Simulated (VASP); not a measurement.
# Ti (Im-3m) in VASP: a series of runs, part 2 of 2

VASP 6.6.1. The steps go on from the part before.

### Step 4. Single point, PBE, collinear spin (18.80 Å³/atom)

This run uses another cell than the first one, of 18.80 Å³/atom.

INCAR

```
SYSTEM = Ti
PREC = Accurate ; ENCUT = 520
EDIFF = 1E-6 ; ISMEAR = 0
SIGMA = 0.15 ; LREAL = .False.
LASPH = .True. ; NELM = 150
ALGO = Normal ; ISIF = 2
LWAVE = .False. ; LCHARG = .True.
ISPIN = 2 ; MAGMOM = 0.2
LORBIT = 11 ; NUPDOWN = 0.2
LMAXMIX = 4 ; GGA = PE
LELF = .True. ; LVHAR = .True.
NBANDS = 16
```

KPOINTS

```
regular mesh
0
Gamma
  22 22 22
  0 0 0
```

POSCAR

```
Ti
1.0
   -1.6751874744      1.6751874744      1.6751874744
    1.6751874744     -1.6751874744      1.6751874744
    1.6751874744      1.6751874744     -1.6751874744
Ti
1
Direct
    0.0000000000      0.0000000000      0.0000000000
```

Potentials or basis: VASP PAW PBE potentials, release 64 (Ti_sv).

The run is started by

```bash
$ cat potpaw_PBE.64/Ti_sv/POTCAR > POTCAR
$ mpirun -np 1 vasp_std > vasp.out
```

OUTCAR:

```text
SYSTEM = Ti
   PREC = Accurate
   ENCUT = 520
   EDIFF = 1E-6
   ISMEAR = 0
   LREAL = .False.
   LASPH = .True.
   NELM = 150
   ISIF = 2
   ISPIN = 2
   LORBIT = 11
   NUPDOWN = 0.2
   GGA = PE

 ion  position               nearest neighbor table
   1  0.000  0.000  0.000-

  LATTYP: Found a body centered cubic cell.
 ALAT       =     3.3503749488

  Lattice vectors:

 A1 = (  -1.6751874744,   1.6751874744,   1.6751874744)
 A2 = (   1.6751874744,  -1.6751874744,   1.6751874744)
 A3 = (   1.6751874744,   1.6751874744,  -1.6751874744)

Analysis of symmetry for initial positions (statically):
=====================================================================
 Subroutine PRICEL returns:
 Original cell was already a primitive cell.

 Routine SETGRP: Setting up the symmetry group for a
 body centered cubic supercell.

 Subroutine GETGRP returns: Found 48 space group operations
 (whereof 48 operations were pure point group operations)
 out of a pool of 48 trial point group operations.

The static configuration has the point symmetry O_h .

Analysis of symmetry for dynamics (positions and initial velocities):
=====================================================================
 Subroutine PRICEL returns:
 Original cell was already a primitive cell.

 Routine SETGRP: Setting up the symmetry group for a
 body centered cubic supercell.

 Subroutine GETGRP returns: Found 48 space group operations
 (whereof 48 operations were pure point group operations)
 out of a pool of 48 trial point group operations.

The dynamic configuration has the point symmetry O_h .

Analysis of structural, dynamic, and magnetic symmetry:
=====================================================================
 Subroutine PRICEL returns:
 Original cell was already a primitive cell.

 Routine SETGRP: Setting up the symmetry group for a
 body centered cubic supercell.

 Subroutine GETGRP returns: Found 48 space group operations
 (whereof 48 operations were pure point group operations)
 out of a pool of 48 trial point group operations.

The overall configuration has the point symmetry O_h .

 Subroutine INISYM returns: Found 48 space group operations
 (whereof 48 operations are pure point group operations),
 and found     1 'primitive' translations

----------------------------------------------------------------------------------------

                                     Primitive cell

  volume of cell :      18.8040

  direct lattice vectors                    reciprocal lattice vectors
    -1.675187474  1.675187474  1.675187474     0.000000000  0.298474056  0.298474056
     1.675187474 -1.675187474  1.675187474     0.298474056  0.000000000  0.298474056
     1.675187474  1.675187474 -1.675187474     0.298474056  0.298474056  0.000000000

  length of vectors
     2.901509818  2.901509818  2.901509818     0.422106058  0.422106058  0.422106058

  position of ions in fractional coordinates (direct lattice)
     0.000000000  0.000000000  0.000000000

  ion indices of the primitive-cell ions
   primitive index   ion index
                 1           1

[... 54 lines left out ...]
   number of dos      NEDOS =    301   number of ions     NIONS =      1
   total plane-waves  NPLWV =  13824
   dimension x,y,z NGX =    24 NGY =   24 NGZ =   24
   dimension x,y,z NGXF=    48 NGYF=   48 NGZF=   48
   ions per type =               1
   NGX,Y,Z   is equivalent  to a cutoff of  13.75, 13.75, 13.75 a.u.
   NGXF,Y,Z  is equivalent  to a cutoff of  27.50, 27.50, 27.50 a.u.
 SYSTEM =  Ti
   PREC   = accura    normal or accurate (medium, high low for compatibility)
   ISTART =      0    job   : 0-new  1-cont  2-samecut
   ICHARG =      2    charge: 1-file 2-atom 10-const
   ISPIN  =      2    spin polarized calculation?
   LNONCOLLINEAR =      F non collinear calculations
   LSORBIT =      F    spin-orbit coupling
   LASPH  =      T    aspherical Exc in radial PAW
   ENCUT  =  520.0 eV  38.22 Ry    6.18 a.u.   5.39  5.39  5.39*2*pi/ulx,y,z
   NELM   =    150;   NELMIN=  2; NELMDL= -5     # of ELM steps
   EDIFF  = 0.1E-05   stopping-criterion for ELM
   LREAL  =      F    real-space projection
   EDIFFG = 0.1E-04   stopping-criterion for IOM
   NSW    =      0    number of steps for IOM
   IBRION =     -1    ionic relax: 0-MD 1-quasi-New 2-CG
   NFREE  =      0    steps in history (QN), initial steepest desc. (CG)
   ISIF   =      2    stress and relaxation
   ISYM   =      2    0-nonsym 1-usesym 2-fastsym
   POTIM  = 0.5000    time-step for ionic-motion
   TEBEG  =    0.0;   TEEND  =   0.0 temperature during run
   PSTRESS=    0.0 pullay stress
   NELECT =      12.0000    total number of electrons
   NUPDOWN=       0.2000    fix difference up-down
   EMIN   =  10.00;   EMAX   =-10.00  energy-range for DOS
   EFERMI =   0.00;   METHOD = LEGACY
   ISMEAR =     0;   SIGMA  =   0.15  broadening in eV -4-tet -1-fermi 0-gaus
   EFERMI_NEDOS =   21; number of points for ismear=-14 and -15
   IALGO  =     38    algorithm
   IMIX   =      4    mixing-type and parameters
     AMIX     =   0.40;   BMIX     =  1.00
     AMIX_MAG =   1.60;   BMIX_MAG =  1.00
  volume/ion in A,a.u.               =      18.80       126.90
  Fermi-wavevector in a.u.,A,eV,Ry     =   1.409457  2.663488 27.028913  1.986569
  Thomas-Fermi vector in A             =   2.531511
   LORBIT       =     11    0 simple, 1 ext, 2 COOP (PROOUT), +10 PAW based schemes
   GGA     = PE    functional components
   LHFCALC =     F    Hartree Fock is set to
   AEXX    =    0.0000 exact exchange contribution
   IVDW    =     0    specifies the selected vdW correction
   LEPSILON=     F    determine dielectric tensor
   LRPA    =     F    only Hartree local field effects (RPA)
 spin polarized calculation
 Gauss-broadening in eV      SIGMA  =   0.15
  energy-cutoff  :      520.00
  volume of cell :       18.80
 maximum number of plane-waves:       531
 NGX is ok and might be reduce to    24
   NGX = 11   NGY = 11   NGZ = 11

 number of electron      12.0000002 magnetization       0.2000000

 Free energy of the ion-electron system (eV)
  ---------------------------------------------------
  ext. energy  EPLUGINS =         0.00000000
  ---------------------------------------------------
  free energy    TOTEN  =        -7.69589002 eV

  energy without entropy =       -7.66613262  energy(sigma->0) =       -7.68101132

 E-fermi :   7.2867     XC(G=0): -11.1254

 val. band max:        7.2889285997   @ k =   0.2273   0.0909   0.0455
 cond. band min:       7.2905488543   @ k =  -0.2727   0.3636   0.0909
 fundamental gap:      0.0016202547
 Fermi energy:         7.2929150799

 spin component 1

 k-point     1 :       0.0000    0.0000    0.0000
  band No.  band energies     occupation
      1     -49.4666      1.00000
      2     -25.4038      1.00000
      3     -25.4038      1.00000
      4     -25.4038      1.00000
      5       1.4479      1.00000
      6       8.1182      0.00000
[... 435 lines left out ...]
      5       2.6264      1.00000
      6       7.7027      0.00006
[... 8 lines left out ...]
     15      28.2625      0.00000
     16      29.9993      0.00000

 [... further k-points ...]

 spin component 2

 k-point     1 :       0.0000    0.0000    0.0000
  band No.  band energies     occupation
      1     -49.3426      1.00000
      2     -25.2798      1.00000
      3     -25.2798      1.00000
      4     -25.2798      1.00000
      5       1.5846      1.00000
      6       8.2862      0.00000
[... 435 lines left out ...]
      5       2.7629      1.00000
      6       7.8681      0.00000
[... 8 lines left out ...]
     15      28.3740      0.00000
     16      30.1515      0.00000

 [... further k-points ...]

------------------------ aborting loop because EDIFF is reached ----------------------------------------

  FORCE on cell =-STRESS in cart. coord.  units (eV):
  Direction    XX          YY          ZZ          XY          YZ          ZX
  --------------------------------------------------------------------------------------
  -------------------------------------------------------------------------------------
  Total       -0.9218946     -0.9218946     -0.9218946      0.0000000     -0.0000000     -0.0000000
  in kB      -78.5491749    -78.5491749    -78.5491749      0.0000000     -0.0000000     -0.0000000
  external PRESSURE =     -78.5491749 kB  Pullay stress =       0.0000000 kB

 VOLUME and BASIS-vectors are now :
 -----------------------------------------------------------------------------
  energy-cutoff  :      520.00
  volume of cell :       18.80
      direct lattice vectors                 reciprocal lattice vectors
    -1.675187474  1.675187474  1.675187474     0.000000000  0.298474056  0.298474056
     1.675187474 -1.675187474  1.675187474     0.298474056  0.000000000  0.298474056
     1.675187474  1.675187474 -1.675187474     0.298474056  0.298474056  0.000000000

 POSITION                                       TOTAL-FORCE (eV/Angst)
 -----------------------------------------------------------------------------------
      0.00000      0.00000      0.00000        -0.000000     -0.000000      0.000000
 -----------------------------------------------------------------------------------
    total drift:                                0.000000      0.000000     -0.000000

  FREE ENERGIE OF THE ION-ELECTRON SYSTEM (eV)
  ---------------------------------------------------
  free  energy   TOTEN  =        -7.6958900171 eV

  energy  without entropy=       -7.6661326182  energy(sigma->0) =       -7.68101132

 total charge

# of ion       s       p       d       tot
------------------------------------------
    1        2.228   6.098   1.851  10.178

 magnetization (x)

# of ion       s       p       d       tot
------------------------------------------
    1        0.001   0.010   0.127   0.138
```

stdout:

```text
POSCAR found type information on POSCAR Ti
 POSCAR found :  1 types and       1 ions
 scaLAPACK will be used
 LDA part: xc-table for (Slater+PW92), standard interpolation
 POSCAR, INCAR and KPOINTS ok, starting setup
 FFT: planning ... GRIDC
 FFT: planning ... GRID_SOFT
 FFT: planning ... GRID
 WAVECAR not read
 entering main loop
```

Wall time 3.5 min (1 thread of Intel Xeon 8259CL, shared host); peak memory 0.26 GiB.

Results:

```
Free energy                                           : -7.6959 eV
Pressure                                              : -7.9 GPa
Net moment                                            : 0.20 μB per cell
Site moments                                          : Ti +0.14 μB
Valence electrons inside the program's atomic spheres : Ti 10.18
```

Caveat: the cell stands under tension; the total moment is fixed, so each spin has its own Fermi level and the state may be an excited one.

### Step 5. Single point, PBE, collinear spin (18.80 Å³/atom)

This run uses another cell than the first one, of 18.80 Å³/atom.

INCAR

```
SYSTEM = Ti
PREC = Accurate
ENCUT = 520
EDIFF = 1E-6
ISMEAR = 0
SIGMA = 0.15
LREAL = .FALSE.
LASPH = .TRUE.
NELM = 150
ALGO = Normal
ISIF = 2
LWAVE = .FALSE.
LCHARG = .FALSE.
ISPIN = 2
MAGMOM = 0.4
LORBIT = 11
NUPDOWN = 0.4
LMAXMIX = 4
GGA = PE
NBANDS = 16
```

KPOINTS

```
regular mesh
0
G
  22 22 22
  0 0 0
```

POSCAR is that of step 4.

The run is started by

```bash
$ cat potpaw_PBE.64/Ti_sv/POTCAR > POTCAR
$ mpirun -np 1 vasp_std > vasp.out
```

It took 2.5 min on 1 thread of Intel Xeon 8259CL, shared host; peak memory 0.26 GiB.

The run converged. Its results:

| Item | Value |
| --- | --- |
| Free energy | -7.6950 eV |
| Pressure | -7.6 GPa |
| Net moment | 0.40 μB per cell |
| Site moments | Ti +0.28 μB |
| Valence electrons inside the program's atomic spheres | Ti 10.18 |

Caveat: the cell stands under tension; the total moment is fixed, so each spin has its own Fermi level and the state may be an excited one.

### Step 6. Single point, PBE, collinear spin (18.80 Å³/atom)

This run uses another cell than the first one, of 18.80 Å³/atom.

INCAR

```
SYSTEM = Ti
PREC     = Accurate       ! precision mode
ENCUT    = 520            ! plane-wave cutoff, eV
EDIFF    = 1E-7           ! SCF threshold, eV
ISMEAR   = 0              ! smearing method
SIGMA    = 0.15           ! smearing width, eV
LREAL    = .FALSE.        ! projectors in reciprocal space
LASPH    = .TRUE.         ! aspherical terms in the spheres
NELM     = 150            ! most SCF steps
ALGO     = Normal         ! electronic algorithm
ISIF     = 2              ! what is computed and relaxed
LWAVE    = .FALSE.        ! write WAVECAR
LCHARG   = .FALSE.        ! write CHGCAR
ISPIN    = 2              ! spin polarisation
MAGMOM   = 0.8            ! initial moments
LORBIT   = 11             ! projections on sites
NUPDOWN  = 0.8            ! fixed moment
LMAXMIX  = 4              ! l up to which the mixer works
GGA      = PE             ! functional
NBANDS   = 16             ! bands
```

KPOINTS

```
Automatic mesh
0
G
  22 22 22
  0 0 0
```

POSCAR is that of step 5.

Potentials or basis: VASP PAW PBE potentials, release 64 (Ti_sv).

The run is started by

```bash
$ cat potpaw_PBE.64/Ti_sv/POTCAR > POTCAR
$ mpirun -np 1 vasp_std > vasp.out
```

OUTCAR:

```text
SYSTEM = Ti
   PREC = Accurate
   ENCUT = 520
   EDIFF = 1E-7
   ISMEAR = 0
   LREAL = .FALSE.
   LASPH = .TRUE.
   NELM = 150
   ISIF = 2
   ISPIN = 2
   LORBIT = 11
   NUPDOWN = 0.8
   GGA = PE

 ion  position               nearest neighbor table
   1  0.000  0.000  0.000-

  LATTYP: Found a body centered cubic cell.
 ALAT       =     3.3503749488

  Lattice vectors:
[... 1122 lines left out ...]
  Direction    XX          YY          ZZ          XY          YZ          ZX
  --------------------------------------------------------------------------------------
  -------------------------------------------------------------------------------------
  Total       -0.7946733     -0.7946733     -0.7946733      0.0000000      0.0000000     -0.0000000
  in kB      -67.7093960    -67.7093960    -67.7093960      0.0000000      0.0000000     -0.0000000
  external PRESSURE =     -67.7093960 kB  Pullay stress =       0.0000000 kB

 VOLUME and BASIS-vectors are now :
 -----------------------------------------------------------------------------
  energy-cutoff  :      520.00
  volume of cell :       18.80
      direct lattice vectors                 reciprocal lattice vectors
    -1.675187474  1.675187474  1.675187474     0.000000000  0.298474056  0.298474056
     1.675187474 -1.675187474  1.675187474     0.298474056  0.000000000  0.298474056
     1.675187474  1.675187474 -1.675187474     0.298474056  0.298474056  0.000000000

 POSITION                                       TOTAL-FORCE (eV/Angst)
 -----------------------------------------------------------------------------------
      0.00000      0.00000      0.00000        -0.000000      0.000000      0.000000
 -----------------------------------------------------------------------------------
    total drift:                                0.000000      0.000000      0.000000

  FREE ENERGIE OF THE ION-ELECTRON SYSTEM (eV)
  ---------------------------------------------------
  free  energy   TOTEN  =        -7.6923547989 eV

  energy  without entropy=       -7.6638211392  energy(sigma->0) =       -7.67808797

 total charge

# of ion       s       p       d       tot
------------------------------------------
    1        2.228   6.101   1.849  10.178

 magnetization (x)

# of ion       s       p       d       tot
------------------------------------------
    1        0.004   0.039   0.510   0.553
```

Wall time 2.3 min (1 thread of Intel Xeon 8259CL, shared host); peak memory 0.26 GiB.

Results:

```yaml
Free_energy: -7.6924 eV
Pressure: -6.8 GPa
Net_moment: 0.80 μB per cell
Site_moments: Ti +0.55 μB
Valence_electrons_inside_the_program's_atomic_spheres: Ti 10.18
```

Caveat: the cell stands under tension; the total moment is fixed, so each spin has its own Fermi level and the state may be an excited one.

### Step 7. Overview

| fixed moment (μB) | cell | pressure (GPa) | moment (μB) |
| --- | --- | --- | --- |
| 0.7 | a = 2.639 Å, angles 109.5°, 1 atom | 30.7 | 0.70 |
| 1.0 | a = 2.902 Å, angles 109.5°, 1 atom | -6.2 | 1.00 |
| 0.2 | a = 2.902 Å, angles 109.5°, 1 atom | -7.9 | 0.20 |
| 0.4 | a = 2.902 Å, angles 109.5°, 1 atom | -7.6 | 0.40 |
| 0.8 | a = 2.902 Å, angles 109.5°, 1 atom | -6.8 | 0.80 |

Alike in all rows: task single point; level PBE; potentials or basis VASP PAW PBE potentials, release 64 (Ti_sv); spin collinear; k mesh 22 × 22 × 22; cutoff (eV) 520; smearing gaussian 0.15 eV.

Caveats: the total moment is fixed, so each spin has its own Fermi level and the state may be an excited one; the cell stands under tension (at least some runs); the cell stands under pressure (at least some runs).

Total energies depend on the potentials used, so only differences within one code and one set of settings carry meaning.
